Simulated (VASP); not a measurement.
# Mn (C2/m) in VASP: single point with PBE

Aim: the single point of Mn with PBE.

Everything below comes from runs of VASP 6.6.1. Logs are shortened: lines on timing, memory, paths and dates and some standing lists are left out, and cuts for length are marked.

### 1 The cell of the first run

It takes space group C2/m (No. 12, monoclinic). Conventional cell: a = 5.392 Å, b = 3.216 Å, c = 7.141 Å, α = 90.00°, β = 102.17°, γ = 90.00°. Within 1.9 Å of Mn (site symmetry m) lie 1 Mn at 1.41 Å. Mn (site symmetry m) has 1 Mn at 1.42 Å within 1.9 Å.

### 2 Single point, PBE, collinear spin, ferromagnetic start

Contents of INCAR:

```
PREC = Accurate
ENCUT = 520
EDIFF = 1E-7
ISMEAR = 0
SIGMA = 0.1
LREAL = F
LASPH = T
NELM = 150
ALGO = Normal
ISIF = 2
LWAVE = F
LCHARG = F
ISPIN = 2
MAGMOM = 4 4 4 4
LORBIT = 11
LMAXMIX = 4
GGA = PE
NBANDS = 38
```

Contents of KPOINTS:

```
regular mesh
0
Gamma
  6 6 4
```

Contents of POSCAR:

```
Mn
1.0
    2.6961614348     -1.6078926375      0.0000000000
    2.6961614348      1.6078926375      0.0000000000
   -1.5059385183      0.0000000000      6.9806266687
Mn
4
Direct
    0.0504000000      0.0504000000      0.0996000000
    0.9496000000      0.9496000000      0.9004000000
    0.5050000000      0.5050000000      0.6000000000
    0.4950000000      0.4950000000      0.4000000000
```

Potentials or basis: VASP PAW PBE potentials, release 64 (Mn_pv).

The run is started by

```console
> cat potpaw_PBE.64/Mn_pv/POTCAR > POTCAR
> mpirun -np 1 vasp_std > vasp.out
```

OUTCAR:

```text
PREC = Accurate
   ENCUT = 520
   EDIFF = 1E-7
   ISMEAR = 0
   LREAL = F
   LASPH = T
   NELM = 150
   ISIF = 2
   ISPIN = 2
   LORBIT = 11
   GGA = PE

 ion  position               nearest neighbor table
   1  0.050  0.050  0.100-   2 1.41   4 2.75   4 2.75   4 2.86
   2  0.950  0.950  0.900-   1 1.41   3 2.75   3 2.75   3 2.86
   3  0.505  0.505  0.600-   4 1.42   2 2.75   2 2.75   2 2.86
   4  0.495  0.495  0.400-   3 1.42   1 2.75   1 2.75   1 2.86

 -----------------------------------------------------------------------------
|                                                                             |
|           W    W    AA    RRRRR   N    N  II  N    N   GGGG   !!!           |
|           W    W   A  A   R    R  NN   N  II  NN   N  G    G  !!!           |
|           W    W  A    A  R    R  N N  N  II  N N  N  G       !!!           |
|           W WW W  AAAAAA  RRRRR   N  N N  II  N  N N  G  GGG   !            |
|           WW  WW  A    A  R   R   N   NN  II  N   NN  G    G                |
|           W    W  A    A  R    R  N    N  II  N    N   GGGG   !!!           |
|                                                                             |
|     The distance between some ions is very small. Please check the          |
|     nearest-neighbor list in the OUTCAR file.                               |
|     I HOPE YOU KNOW WHAT YOU ARE DOING!                                     |
|                                                                             |
 -----------------------------------------------------------------------------

  LATTYP: Found a base centered monoclinic cell.
 ALAT       =     5.3923228696
 B/A-ratio  =     0.5963636364
 C/A-ratio  =     1.3243306311
 COS(beta)  =    -0.2108797749

  Lattice vectors:

 A1 = (   2.6961614348,  -1.6078926375,   0.0000000000)
 A2 = (   2.6961614348,   1.6078926375,   0.0000000000)
 A3 = (  -1.5059385183,   0.0000000000,   6.9806266687)

Analysis of symmetry for initial positions (statically):
=====================================================================
 Subroutine PRICEL returns:
 Original cell was already a primitive cell.

 Routine SETGRP: Setting up the symmetry group for a
 base centered monoclinic supercell.

 Subroutine GETGRP returns: Found  4 space group operations
 (whereof  4 operations were pure point group operations)
 out of a pool of  4 trial point group operations.

The static configuration has the point symmetry C_2h.

Analysis of symmetry for dynamics (positions and initial velocities):
=====================================================================
 Subroutine PRICEL returns:
 Original cell was already a primitive cell.

 Routine SETGRP: Setting up the symmetry group for a
 base centered monoclinic supercell.

 Subroutine GETGRP returns: Found  4 space group operations
 (whereof  4 operations were pure point group operations)
 out of a pool of  4 trial point group operations.

The dynamic configuration has the point symmetry C_2h.

Analysis of structural, dynamic, and magnetic symmetry:
=====================================================================
 Subroutine PRICEL returns:
 Original cell was already a primitive cell.

 Routine SETGRP: Setting up the symmetry group for a
 base centered monoclinic supercell.

 Subroutine GETGRP returns: Found  4 space group operations
 (whereof  4 operations were pure point group operations)
 out of a pool of  4 trial point group operations.

The overall configuration has the point symmetry C_2h.

 Subroutine INISYM returns: Found  4 space group operations
 (whereof  4 operations are pure point group operations),
 and found     1 'primitive' translations

----------------------------------------------------------------------------------------

                                     Primitive cell

  volume of cell :      60.5240

  direct lattice vectors                    reciprocal lattice vectors
     2.696161435 -1.607892637  0.000000000     0.185448836 -0.310966036  0.040007088
     2.696161435  1.607892637  0.000000000     0.185448836  0.310966036  0.040007088
    -1.505938518  0.000000000  6.980626669     0.000000000  0.000000000  0.143253614

  length of vectors
     3.139204552  3.139204552  7.141218349     0.364268738  0.364268738  0.143253614

  position of ions in fractional coordinates (direct lattice)
     0.050400000  0.050400000  0.099600000
     0.949600000  0.949600000  0.900400000
     0.505000000  0.505000000  0.600000000
     0.495000000  0.495000000  0.400000000

  ion indices of the primitive-cell ions
   primitive index   ion index
                 1           1
                 2           2
                 3           3
                 4           4

----------------------------------------------------------------------------------------

 KPOINTS: regular mesh

Automatic generation of k-mesh.
 Grid dimensions read from file:
 generate k-points for:    6    6    4

 Generating k-lattice:

  Cartesian coordinates                     Fractional coordinates (reciprocal lattice)
     0.030908139 -0.051827673  0.006667848     0.166666667 -0.000000000  0.000000000
     0.030908139  0.051827673  0.006667848    -0.000000000  0.166666667  0.000000000
     0.000000000  0.000000000  0.035813404     0.000000000  0.000000000  0.250000000

  Length of vectors
     0.060711456  0.060711456  0.035813404

  Shift w.r.t. Gamma in fractional coordinates (k-lattice)
     0.000000000  0.000000000  0.000000000

 Subroutine IBZKPT returns following result:
 ===========================================

 Found     47 irreducible k-points:

 Following reciprocal coordinates:
            Coordinates               Weight
  0.000000  0.000000  0.000000      1.000000
  0.166667 -0.000000  0.000000      4.000000
  0.333333 -0.000000  0.000000      4.000000
  0.500000 -0.000000  0.000000      2.000000
  0.166667  0.166667  0.000000      2.000000
  0.333333  0.166667  0.000000      4.000000
[... 16 lines left out ...]
 -0.333333  0.166667  0.250000      4.000000
 -0.166667  0.166667  0.250000      4.000000
 [... further k-points ...]
   k-points           NKPTS =     47   k-points in BZ     NKDIM =     47   number of bands    NBANDS=     38
   number of dos      NEDOS =    301   number of ions     NIONS =      4
   total plane-waves  NPLWV =  31104
   dimension x,y,z NGX =    24 NGY =   24 NGZ =   54
   dimension x,y,z NGXF=    48 NGYF=   48 NGZF=  108
   ions per type =               4
   NGX,Y,Z   is equivalent  to a cutoff of  12.71, 12.71, 12.57 a.u.
   NGXF,Y,Z  is equivalent  to a cutoff of  25.42, 25.42, 25.14 a.u.
 SYSTEM =  unknown system
   PREC   = accura    normal or accurate (medium, high low for compatibility)
   ISTART =      0    job   : 0-new  1-cont  2-samecut
   ICHARG =      2    charge: 1-file 2-atom 10-const
   ISPIN  =      2    spin polarized calculation?
   LNONCOLLINEAR =      F non collinear calculations
   LSORBIT =      F    spin-orbit coupling
   LASPH  =      T    aspherical Exc in radial PAW
   ENCUT  =  520.0 eV  38.22 Ry    6.18 a.u.   5.84  5.84 13.28*2*pi/ulx,y,z
   NELM   =    150;   NELMIN=  2; NELMDL= -5     # of ELM steps
   EDIFF  = 0.1E-06   stopping-criterion for ELM
   LREAL  =      F    real-space projection
   EDIFFG = 0.1E-05   stopping-criterion for IOM
   NSW    =      0    number of steps for IOM
   IBRION =     -1    ionic relax: 0-MD 1-quasi-New 2-CG
   NFREE  =      0    steps in history (QN), initial steepest desc. (CG)
   ISIF   =      2    stress and relaxation
   ISYM   =      2    0-nonsym 1-usesym 2-fastsym
   POTIM  = 0.5000    time-step for ionic-motion
   TEBEG  =    0.0;   TEEND  =   0.0 temperature during run
   PSTRESS=    0.0 pullay stress
   NELECT =      52.0000    total number of electrons
   NUPDOWN=      -1.0000    fix difference up-down
   EMIN   =  10.00;   EMAX   =-10.00  energy-range for DOS
   EFERMI =   0.00;   METHOD = LEGACY
   ISMEAR =     0;   SIGMA  =   0.10  broadening in eV -4-tet -1-fermi 0-gaus
   EFERMI_NEDOS =   21; number of points for ismear=-14 and -15
   IALGO  =     38    algorithm
   IMIX   =      4    mixing-type and parameters
     AMIX     =   0.40;   BMIX     =  1.00
     AMIX_MAG =   1.60;   BMIX_MAG =  1.00
  volume/ion in A,a.u.               =      15.13       102.11
  Fermi-wavevector in a.u.,A,eV,Ry     =   1.556325  2.941027 32.955298  2.422146
  Thomas-Fermi vector in A             =   2.660137
   LORBIT       =     11    0 simple, 1 ext, 2 COOP (PROOUT), +10 PAW based schemes
   GGA     = PE    functional components
   LHFCALC =     F    Hartree Fock is set to
   AEXX    =    0.0000 exact exchange contribution
   IVDW    =     0    specifies the selected vdW correction
   LEPSILON=     F    determine dielectric tensor
   LRPA    =     F    only Hartree local field effects (RPA)
 spin polarized calculation
 Gauss-broadening in eV      SIGMA  =   0.10
  energy-cutoff  :      520.00
  volume of cell :       60.52
 maximum number of plane-waves:      1644
   NGX = 11   NGY = 11   NGZ = 27

 number of electron      52.0000000 magnetization      16.0000000

 number of electron      52.0000003 magnetization       0.0000568

 Free energy of the ion-electron system (eV)
  ---------------------------------------------------
  ext. energy  EPLUGINS =         0.00000000
  ---------------------------------------------------
  free energy    TOTEN  =       -19.53874118 eV

  energy without entropy =      -19.50868618  energy(sigma->0) =      -19.52371368

 E-fermi :   7.1432     XC(G=0): -11.6626

 val. band max:        7.1335401779   @ k =   0.1667   0.1667   0.2500
 cond. band min:       7.1468683951   @ k =   0.0000   0.0000   0.5000
 fundamental gap:      0.0133282172
 Fermi energy:         7.1431711240

 spin component 1

 k-point     1 :       0.0000    0.0000    0.0000
  band No.  band energies     occupation
      1     -48.4155      1.00000
      2     -48.2788      1.00000
      3     -42.8371      1.00000
      4     -42.8323      1.00000
      5     -42.7972      1.00000
      6     -42.7803      1.00000
[... 30 lines left out ...]
     37      17.7713      0.00000
     38      19.6733      0.00000

 k-point     2 :       0.1667   -0.0000    0.0000
  band No.  band energies     occupation
      1     -48.4127      1.00000
      2     -48.2804      1.00000
      3     -42.8474      1.00000
      4     -42.8371      1.00000
      5     -42.8057      1.00000
      6     -42.7891      1.00000
[... 30 lines left out ...]
     37      16.1314      0.00000
     38      17.8490      0.00000
[... 859 lines left out ...]
     37      12.2269      0.00000
     38      12.8093      0.00000

 k-point    24 :      -0.1667    0.1667    0.2500
  band No.  band energies     occupation
      1     -48.4066      1.00000
      2     -48.2846      1.00000
      3     -42.8555      1.00000
      4     -42.8512      1.00000
      5     -42.8107      1.00000
      6     -42.8077      1.00000
[... 30 lines left out ...]
     37      13.9152      0.00000
     38      14.9975      0.00000

 [... further k-points ...]

 spin component 2

 k-point     1 :       0.0000    0.0000    0.0000
  band No.  band energies     occupation
      1     -48.4156      1.00000
      2     -48.2788      1.00000
      3     -42.8372      1.00000
      4     -42.8324      1.00000
      5     -42.7971      1.00000
      6     -42.7802      1.00000
[... 30 lines left out ...]
     37      17.7713      0.00000
     38      19.6733      0.00000

 k-point     2 :       0.1667   -0.0000    0.0000
  band No.  band energies     occupation
      1     -48.4128      1.00000
      2     -48.2803      1.00000
      3     -42.8475      1.00000
      4     -42.8372      1.00000
      5     -42.8056      1.00000
      6     -42.7890      1.00000
[... 30 lines left out ...]
     37      16.1314      0.00000
     38      17.8490      0.00000
[... 859 lines left out ...]
     37      12.2269      0.00000
     38      12.8093      0.00000

 k-point    24 :      -0.1667    0.1667    0.2500
  band No.  band energies     occupation
      1     -48.4066      1.00000
      2     -48.2845      1.00000
      3     -42.8555      1.00000
      4     -42.8513      1.00000
      5     -42.8106      1.00000
      6     -42.8076      1.00000
[... 30 lines left out ...]
     37      13.9152      0.00000
     38      14.9976      0.00000

 [... further k-points ...]
[... 5 lines left out ...]
  --------------------------------------------------------------------------------------
  -------------------------------------------------------------------------------------
  Total       -5.5507033     -7.7300839     81.5041255      0.0000000      0.0000000     -0.2625284
  in kB     -146.9370261   -204.6291221   2157.5597295      0.0000000      0.0000000     -6.9495959
  external PRESSURE =     601.9978605 kB  Pullay stress =       0.0000000 kB

 VOLUME and BASIS-vectors are now :
 -----------------------------------------------------------------------------
  energy-cutoff  :      520.00
  volume of cell :       60.52
      direct lattice vectors                 reciprocal lattice vectors
     2.696161435 -1.607892637  0.000000000     0.185448836 -0.310966036  0.040007088
     2.696161435  1.607892637  0.000000000     0.185448836  0.310966036  0.040007088
    -1.505938518  0.000000000  6.980626669     0.000000000  0.000000000  0.143253614

 POSITION                                       TOTAL-FORCE (eV/Angst)
 -----------------------------------------------------------------------------------
      0.12178      0.00000      0.69527         4.744621      0.000000     30.907851
      3.76460      0.00000      6.28536        -4.744621      0.000000    -30.907851
      1.81956      0.00000      4.18838        -4.727409      0.000000     29.986714
      2.06682      0.00000      2.79225         4.727409      0.000000    -29.986714
 -----------------------------------------------------------------------------------
    total drift:                                0.000000     -0.000000      0.000000

  FREE ENERGIE OF THE ION-ELECTRON SYSTEM (eV)
  ---------------------------------------------------
  free  energy   TOTEN  =       -19.5387411773 eV

  energy  without entropy=      -19.5086861782  energy(sigma->0) =      -19.52371368

 total charge

# of ion       s       p       d       tot
------------------------------------------
    1        0.367   6.420   5.789  12.576
    2        0.367   6.420   5.789  12.576
    3        0.363   6.415   5.782  12.560
    4        0.363   6.415   5.782  12.560
--------------------------------------------------
tot          1.459  25.670  23.143  50.272

 magnetization (x)

# of ion       s       p       d       tot
------------------------------------------
    1       -0.000  -0.000  -0.000  -0.000
    2       -0.000  -0.000  -0.000  -0.000
    3        0.000   0.000   0.000   0.000
    4        0.000   0.000   0.000   0.000
--------------------------------------------------
tot         -0.000   0.000   0.000   0.000
```

It took 6.7 min on 1 thread of Intel Xeon 8259CL, shared host; peak memory 0.29 GiB.

What came out:

```
Free energy                                           : -19.5387 eV
Pressure                                              : 60.2 GPa
Largest force                                         : 31.270 eV/Å
Band gap on the k mesh                                : zero (filled and empty bands overlap)
Net moment                                            : 0.00 μB per cell
Valence electrons inside the program's atomic spheres : Mn 12.58, 12.56 (each value once)
```

Forces on the atoms (eV/Å):
```
Mn    4.745   0.000  30.908
Mn   -4.745   0.000 -30.908
Mn   -4.727   0.000  29.987
Mn    4.727   0.000 -29.987
```

Caveat: the k points lie up to 0.38 Å⁻¹ apart; atoms lie so close that the PAW spheres overlap strongly, which falsifies energies and pressures; forces of over 1 eV/Å act on the atoms, so gaps and moduli don't describe the material at rest.
